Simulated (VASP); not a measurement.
The system is HgTe.

```
CELL_PARAMETERS angstrom
0.00000 3.27755 3.27755
3.27755 0.00000 3.27755
3.27755 3.27755 0.00000
ATOMIC_POSITIONS crystal
Hg 0.00000 0.00000 0.00000
Te 0.75000 0.75000 0.75000
```

Base run:

| Quantity | Value |
| --- | --- |
| Program | VASP 6.6.1 |
| Functional | LDA |
| Potentials or basis | VASP PAW LDA potentials, release 64 (Hg, Te) |
| Cutoff | 520 eV |
| k mesh | 7 × 7 × 7 |
| Occupations | fermi-dirac, width 0.05 eV |
| Spin | no spin polarisation |

Its results: band gap on the k mesh zero (filled and empty bands touch); pressure -2.1 GPa.

Q: The run is repeated on the same cell with these changes: functional from LDA to r2SCAN; potentials or basis from VASP PAW LDA potentials, release 64 (Hg, Te) to VASP PAW PBE potentials, release 64 (Hg, Te). What comes out?

A: Band gap on the k mesh zero (filled and empty bands touch); pressure 0.4 GPa.

Caveats: semilocal functionals underestimate gaps, and a narrow one can read as zero; spin-orbit coupling is left out, which moves the levels of the heavy elements; the PAW data sets were made with another functional, which shifts forces and pressure a little (at least some runs).
